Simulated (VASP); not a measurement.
# Hg (R-3m) in VASP: notebook

Hg is run at these levels: PBE; tasks: electric field gradients.

Everything below comes from runs of VASP 6.6.1. Logs are shortened: lines on timing, memory, paths and dates and some standing lists are left out, and cuts for length are marked.

### Step 1. The cell of the first run

It takes space group R-3m (No. 166, trigonal). The conventional cell has a = 3.390 Å, b = 3.390 Å, c = 6.566 Å, α = 90.00°, β = 90.00°, γ = 120.00°. Within 3.9 Å of Hg (site symmetry -3m) lie 12 Hg at 2.94 to 3.39 Å.

### Step 2. Electric field gradients, PBE (21.78 Å³/atom)

File INCAR:

```
  PREC = Accurate
  ENCUT = 520
  EDIFF = 1E-8
  ISMEAR = -1
  SIGMA = 0.03
  LREAL = F
  LASPH = T
  NELM = 100
  ALGO = Normal
  ISIF = 2
  LWAVE = F
  LCHARG = F
  GGA = PE
  LEFG = T
  NBANDS = 12
```

File KPOINTS:

```
Automatic mesh
0
Gamma
  12 12 12
```

File POSCAR:

```
Hg
1.0
    1.6949848368      0.9785999518      2.1887833115
   -1.6949848368      0.9785999518      2.1887833115
    0.0000000000     -1.9571999036      2.1887833115
Hg
1
Direct
    0.0000000000      0.0000000000      0.0000000000
```

Potentials or basis: VASP PAW PBE potentials, release 64 (Hg).

On the command line:

```sh
$ cat potpaw_PBE.64/Hg/POTCAR > POTCAR
$ mpirun -np 1 vasp_std > vasp.out
```

OUTCAR:

```text
PREC = Accurate
   ENCUT = 520
   EDIFF = 1E-8
   ISMEAR = -1
   LREAL = F
   LASPH = T
   NELM = 100
   ISIF = 2
   GGA = PE

 ion  position               nearest neighbor table
   1  0.000  0.000  0.000-

  LATTYP: Found a trigonal (rhomboedric) cell.
 ALAT       =     2.9362227176
 COS(alpha) =     0.3335253405

  Lattice vectors:

 A1 = (   1.6949848368,   0.9785999518,   2.1887833115)
 A2 = (  -1.6949848368,   0.9785999518,   2.1887833115)
 A3 = (   0.0000000000,  -1.9571999036,   2.1887833115)

Analysis of symmetry for initial positions (statically):
=====================================================================
 Subroutine PRICEL returns:
 Original cell was already a primitive cell.

 Routine SETGRP: Setting up the symmetry group for a
 trigonal (rhombohedral) supercell.

 Subroutine GETGRP returns: Found 12 space group operations
 (whereof 12 operations were pure point group operations)
 out of a pool of 12 trial point group operations.

The static configuration has the point symmetry D_3d.

Analysis of symmetry for dynamics (positions and initial velocities):
=====================================================================
 Subroutine PRICEL returns:
 Original cell was already a primitive cell.

 Routine SETGRP: Setting up the symmetry group for a
 trigonal (rhombohedral) supercell.

 Subroutine GETGRP returns: Found 12 space group operations
 (whereof 12 operations were pure point group operations)
 out of a pool of 12 trial point group operations.

The dynamic configuration has the point symmetry D_3d.

 Subroutine INISYM returns: Found 12 space group operations
 (whereof 12 operations are pure point group operations),
 and found     1 'primitive' translations

----------------------------------------------------------------------------------------

                                     Primitive cell

  volume of cell :      21.7834

  direct lattice vectors                    reciprocal lattice vectors
     1.694984837  0.978599952  2.188783311     0.294987890  0.170311337  0.152291609
    -1.694984837  0.978599952  2.188783311    -0.294987890  0.170311337  0.152291609
     0.000000000 -1.957199904  2.188783311     0.000000000 -0.340622675  0.152291609

  length of vectors
     2.936222718  2.936222718  2.936222718     0.373117329  0.373117329  0.373117329

  position of ions in fractional coordinates (direct lattice)
     0.000000000  0.000000000  0.000000000

  ion indices of the primitive-cell ions
   primitive index   ion index
                 1           1

----------------------------------------------------------------------------------------

 KPOINTS: Automatic mesh

Automatic generation of k-mesh.
 Grid dimensions read from file:
 generate k-points for:   12   12   12

 Generating k-lattice:

  Cartesian coordinates                     Fractional coordinates (reciprocal lattice)
     0.024582324  0.014192611  0.012690967     0.083333333  0.000000000  0.000000000
    -0.024582324  0.014192611  0.012690967     0.000000000  0.083333333  0.000000000
     0.000000000 -0.028385223  0.012690967     0.000000000  0.000000000  0.083333333

  Length of vectors
     0.031093111  0.031093111  0.031093111

  Shift w.r.t. Gamma in fractional coordinates (k-lattice)
     0.000000000  0.000000000  0.000000000

 Subroutine IBZKPT returns following result:
 ===========================================

 Found    189 irreducible k-points:

 Following reciprocal coordinates:
            Coordinates               Weight
  0.000000  0.000000  0.000000      1.000000
  0.083333  0.000000  0.000000      6.000000
  0.166667 -0.000000  0.000000      6.000000
  0.250000 -0.000000  0.000000      6.000000
  0.333333  0.000000  0.000000      6.000000
  0.416667  0.000000  0.000000      6.000000
[... 16 lines left out ...]
  0.500000  0.166667  0.000000     12.000000
 -0.416667  0.166667 -0.000000     12.000000
 [... further k-points ...]
   k-points           NKPTS =    189   k-points in BZ     NKDIM =    189   number of bands    NBANDS=     12
   number of dos      NEDOS =    301   number of ions     NIONS =      1
   total plane-waves  NPLWV =  13824
   dimension x,y,z NGX =    24 NGY =   24 NGZ =   24
   dimension x,y,z NGXF=    48 NGYF=   48 NGZF=   48
   ions per type =               1
   NGX,Y,Z   is equivalent  to a cutoff of  13.59, 13.59, 13.59 a.u.
   NGXF,Y,Z  is equivalent  to a cutoff of  27.18, 27.18, 27.18 a.u.
 SYSTEM =  unknown system
   PREC   = accura    normal or accurate (medium, high low for compatibility)
   ISTART =      0    job   : 0-new  1-cont  2-samecut
   ICHARG =      2    charge: 1-file 2-atom 10-const
   ISPIN  =      1    spin polarized calculation?
   LNONCOLLINEAR =      F non collinear calculations
   LSORBIT =      F    spin-orbit coupling
   LASPH  =      T    aspherical Exc in radial PAW
   ENCUT  =  520.0 eV  38.22 Ry    6.18 a.u.   5.46  5.46  5.46*2*pi/ulx,y,z
   NELM   =    100;   NELMIN=  2; NELMDL= -5     # of ELM steps
   EDIFF  = 0.1E-07   stopping-criterion for ELM
   LREAL  =      F    real-space projection
   EDIFFG = 0.1E-06   stopping-criterion for IOM
   NSW    =      0    number of steps for IOM
   IBRION =     -1    ionic relax: 0-MD 1-quasi-New 2-CG
   NFREE  =      0    steps in history (QN), initial steepest desc. (CG)
   ISIF   =      2    stress and relaxation
   ISYM   =      2    0-nonsym 1-usesym 2-fastsym
   POTIM  = 0.5000    time-step for ionic-motion
   TEBEG  =    0.0;   TEEND  =   0.0 temperature during run
   PSTRESS=    0.0 pullay stress
   NELECT =      12.0000    total number of electrons
   NUPDOWN=      -1.0000    fix difference up-down
   EMIN   =  10.00;   EMAX   =-10.00  energy-range for DOS
   EFERMI =   0.00;   METHOD = LEGACY
   ISMEAR =    -1;   SIGMA  =   0.03  broadening in eV -4-tet -1-fermi 0-gaus
   EFERMI_NEDOS =   21; number of points for ismear=-14 and -15
   IALGO  =     38    algorithm
   IMIX   =      4    mixing-type and parameters
     AMIX     =   0.40;   BMIX     =  1.00
     AMIX_MAG =   1.60;   BMIX_MAG =  1.00
  volume/ion in A,a.u.               =      21.78       147.00
  Fermi-wavevector in a.u.,A,eV,Ry     =   1.342024  2.536057 24.504474  1.801028
  Thomas-Fermi vector in A             =   2.470211
   LORBIT       =      0    0 simple, 1 ext, 2 COOP (PROOUT), +10 PAW based schemes
   GGA     = PE    functional components
[... 5 lines left out ...]
 non-spin polarized calculation
  energy-cutoff  :      520.00
  volume of cell :       21.78
 maximum number of plane-waves:       606
 NGX is ok and might be reduce to    24
   NGX = 11   NGY = 11   NGZ = 11

 number of electron      11.9999997 magnetization

 Free energy of the ion-electron system (eV)
  ---------------------------------------------------
  ext. energy  EPLUGINS =         0.00000000
  ---------------------------------------------------
  free energy    TOTEN  =        -0.00150175 eV

  energy without entropy =       -0.00038414  energy(sigma->0) =       -0.00094294

 E-fermi :   3.4762     XC(G=0): -11.2871

 val. band max:        3.3688335587   @ k =  -0.4167   0.4167   0.0833
 cond. band min:       3.4770685412   @ k =   0.5000   0.1667   0.0833
 fundamental gap:      0.1082349826
 Fermi energy:         3.4762150824

 k-point     1 :       0.0000    0.0000    0.0000
  band No.  band energies     occupation
      1      -6.3838      2.00000
      2      -4.6018      2.00000
      3      -4.6018      2.00000
      4      -3.1299      2.00000
      5      -2.9313      2.00000
      6      -2.9313      2.00000
      7      15.9040      0.00000
      8      16.6244      0.00000
      9      16.6244      0.00000
     10      21.3513      0.00000
     11      22.6863      0.00000
     12      22.6863      0.00000

 k-point     2 :       0.0833    0.0000    0.0000
  band No.  band energies     occupation
      1      -6.2178      2.00000
      2      -4.5893      2.00000
      3      -4.5499      2.00000
      4      -3.1263      2.00000
      5      -2.9549      2.00000
      6      -2.9398      2.00000
      7      14.8811      0.00000
      8      16.1771      0.00000
      9      16.7405      0.00000
     10      21.8870      0.00000
     11      22.5327      0.00000
     12      23.5162      0.00000

 k-point     3 :       0.1667   -0.0000    0.0000
  band No.  band energies     occupation
      1      -5.7932      2.00000
      2      -4.5642      2.00000
      3      -4.3431      2.00000
      4      -3.1053      2.00000
      5      -3.0062      2.00000
      6      -2.9510      2.00000
      7      12.0861      0.00000
      8      16.4057      0.00000
      9      16.9944      0.00000
     10      21.9964      0.00000
     11      22.1866      0.00000
     12      23.7962      0.00000

 k-point     4 :       0.2500   -0.0000    0.0000
  band No.  band energies     occupation
      1      -5.4011      2.00000
      2      -4.5541      2.00000
      3      -3.7345      2.00000
      4      -3.0891      2.00000
      5      -3.0423      2.00000
      6      -2.8996      2.00000
      7       9.1394      0.00000
      8      16.5682      0.00000
      9      17.1355      0.00000
     10      21.9739      0.00000
     11      21.9985      0.00000
     12      22.9904      0.00000

 k-point     5 :       0.3333    0.0000    0.0000
  band No.  band energies     occupation
      1      -5.2684      2.00000
      2      -4.5739      2.00000
      3      -3.1123      2.00000
      4      -3.0372      2.00000
      5      -2.7638      2.00000
      6      -2.5071      2.00000
      7       6.2995      0.00000
      8      16.4844      0.00000
      9      16.9979      0.00000
     10      21.7482      0.00000
     11      22.2035      0.00000
     12      22.3526      0.00000
[... 228 lines left out ...]
      1      -4.9921      2.00000
      2      -4.1770      2.00000
      3      -3.9497      2.00000
      4      -3.0415      2.00000
      5      -2.8181      2.00000
      6      -2.3074      2.00000
      7       8.2150      0.00000
      8      15.2954      0.00000
      9      16.0589      0.00000
     10      18.0087      0.00000
     11      20.9983      0.00000
     12      24.2049      0.00000

 k-point    22 :       0.4167    0.1667   -0.0000
  band No.  band energies     occupation
      1      -4.9971      2.00000
      2      -4.2794      2.00000
      3      -3.7199      2.00000
      4      -3.0685      2.00000
      5      -2.7177      2.00000
      6      -0.8298      2.00000
      7       5.4389      0.00000
      8      14.2813      0.00000
      9      15.7120      0.00000
     10      19.8959      0.00000
     11      20.4460      0.00000
     12      23.9041      0.00000

 k-point    23 :       0.5000    0.1667    0.0000
  band No.  band energies     occupation
      1      -5.0014      2.00000
      2      -4.3768      2.00000
      3      -3.5005      2.00000
      4      -3.1072      2.00000
      5      -2.6669      2.00000
      6       1.0042      2.00000
      7       2.9478      2.00000
      8      13.0941      0.00000
      9      16.0101      0.00000
     10      19.9256      0.00000
     11      22.2255      0.00000
     12      23.5349      0.00000

 k-point    24 :      -0.4167    0.1667   -0.0000
  band No.  band energies     occupation
      1      -4.9730      2.00000
      2      -4.4118      2.00000
      3      -3.3747      2.00000
      4      -3.1373      2.00000
      5      -2.7141      2.00000
      6       0.6615      2.00000
      7       3.2726      1.99775
      8      12.1848      0.00000
      9      16.6738      0.00000
     10      19.8592      0.00000
     11      23.0305      0.00000
     12      24.1175      0.00000

 [... further k-points ...]

------------------------ aborting loop because EDIFF is reached ----------------------------------------

  FORCE on cell =-STRESS in cart. coord.  units (eV):
  Direction    XX          YY          ZZ          XY          YZ          ZX
  --------------------------------------------------------------------------------------
  -------------------------------------------------------------------------------------
  Total        1.3554499      1.3554499      1.7909274      0.0000000      0.0000000      0.0000000
  in kB       99.6940018     99.6940018    131.7235870      0.0000000      0.0000000      0.0000000
  external PRESSURE =     110.3705302 kB  Pullay stress =       0.0000000 kB

 VOLUME and BASIS-vectors are now :
 -----------------------------------------------------------------------------
  energy-cutoff  :      520.00
  volume of cell :       21.78
      direct lattice vectors                 reciprocal lattice vectors
     1.694984837  0.978599952  2.188783311     0.294987890  0.170311337  0.152291609
    -1.694984837  0.978599952  2.188783311    -0.294987890  0.170311337  0.152291609
     0.000000000 -1.957199904  2.188783311     0.000000000 -0.340622675  0.152291609

 POSITION                                       TOTAL-FORCE (eV/Angst)
 -----------------------------------------------------------------------------------
      0.00000      0.00000      0.00000         0.000000      0.000000      0.000000
 -----------------------------------------------------------------------------------
    total drift:                                0.000000      0.000000      0.000000

  FREE ENERGIE OF THE ION-ELECTRON SYSTEM (eV)
  ---------------------------------------------------
  free  energy   TOTEN  =        -0.0015017517 eV

  energy  without entropy=       -0.0003841353  energy(sigma->0) =       -0.00094294

 Electric field gradients (V/A^2)
---------------------------------------------------------------------
 ion       V_xx      V_yy      V_zz      V_xy      V_xz      V_yz
---------------------------------------------------------------------
   1      84.367    84.367  -168.733     0.000    -0.000     0.000
---------------------------------------------------------------------

 Electric field gradients after diagonalization (V/A^2)
 (convention: |V_zz| > |V_xx| > |V_yy|)
----------------------------------------------------------------------
 ion       V_xx      V_yy      V_zz     asymmetry (V_yy - V_xx)/ V_zz
----------------------------------------------------------------------
   1      84.367    84.367  -168.733       0.000
----------------------------------------------------------------------

           NMR quadrupolar parameters

 Cq : quadrupolar parameter    Cq=e*Q*V_zz/h
 eta: asymmetry parameters     (V_yy - V_xx)/ V_zz
 Q  : nuclear electric quadrupole moment in mb (millibarn)
----------------------------------------------------------------------
 ion       Cq(MHz)       eta       Q (mb)
----------------------------------------------------------------------
   1      -0.408       0.000       1.000
----------------------------------------------------------------------
```

It took 17 s on 1 thread of Intel Xeon Platinum 8488C (Sapphire Rapids), shared host; peak memory 0.17 GiB.

Results:

| Property | Result |
| --- | --- |
| Free energy | -0.0015 eV |
| Pressure | 11.0 GPa |
| Band gap on the k mesh | zero (bands 6 and 7 overlap by 3.56 eV) |
| Largest electric field gradient by atom | Hg -168.7 V/Å² |

Electric field gradients, principal values (V/Å²):
```csv
atom,least,middle,greatest (by size)
1 Hg,84.367,84.367,-168.733
```

Caveat: the cell stands under pressure; without QUAD_EFG the Cq values of the log hold for a quadrupole moment of 1 mb, not for the nuclei; spin-orbit coupling is left out, which moves the levels of the heavy elements.

[end of part 1 of 3]
